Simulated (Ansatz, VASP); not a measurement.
Al2O3 in VASP and in Ansatz

The input INCAR:

```
PREC = Accurate
ENCUT = 520
EDIFF = 1E-8
ISMEAR = 0
SIGMA = 0.01
LREAL = F
LASPH = T
NELM = 120
ALGO = Normal
ISIF = 2
LWAVE = F
LCHARG = F
GGA = PS
LEFG = T
NBANDS = 20
GGA_COMPAT = F
```

File KPOINTS:

```
regular mesh
0
Gamma
  7 7 3
```

File POSCAR:

```
Al2O3
1.0
    3.0174825400      0.0000000000      0.0000000000
   -1.5087412700      2.6132165351      0.0000000000
    0.0000000000      0.0000000000      7.5746360000
Al O
2 3
Direct
    0.0000000000      0.0000000000      0.2779510000
    0.0000000000      0.0000000000      0.7220490000
    0.3333333333      0.6666666667      0.1994540000
    0.6666666667      0.3333333333      0.8005460000
    0.0000000000      0.0000000000      0.5000000000
```

Input for Ansatz:

```yaml
crystal:
  lattice:
    a: 3.01748254
    b: 3.01748254
    c: 7.574636
    alpha: 90.0
    beta: 90.0
    gamma: 120.0
  space_group: 164
  atoms:
    - { symbol: Al, position: [0.0, 0.0, 0.277951] }
    - { symbol: O, position: [0.3333333333333333, 0.6666666666666666, 0.199454] }
    - { symbol: O, position: [0.0, 0.0, 0.5] }
basis:
  ecutwfc: 462.593566181796
kpoints:
  mp_grid:
    grid: [7, 7, 3]
hamiltonian:
  xc: pbesol
scf:
  occupations:
    method: fixed
output:
  band_densities:
    - { bands: [v1, v1] }
    - { bands: [c1, c1] }
  efg: {}
  stress: true
```

Alike in both runs: task electric field gradients; functional PBEsol; k mesh 7 × 7 × 3; no spin polarisation.

```csv
,VASP,Ansatz
version,VASP 6.6.1,Ansatz 0.2.0
potentials or method,"VASP PAW PBE potentials, release 64 (Al, O), cutoff 520 eV","plane waves, PAW"
occupations,"gaussian, width 0.01 eV",fixed
valence electrons in the cell,24,24
```

Ansatz gave:

```
gap on the k mesh at the Fermi level (eV)                     : 2.20
pressure (GPa)                                                : -3.7
traceless stress, the component that is largest in VASP (GPa) : 0.53
size of Vzz on the site where it differs most (V/Å²)          : 60.7
```

Problem. Which values does VASP return?

Solution. gap on the k mesh at the Fermi level (eV): 2.19; pressure (GPa): -3.5; traceless stress, the component that is largest in VASP (GPa): 0.87; size of Vzz on the site where it differs most (V/Å²): 55.2.

VASP's potentials were made for PBE, not for PBEsol.
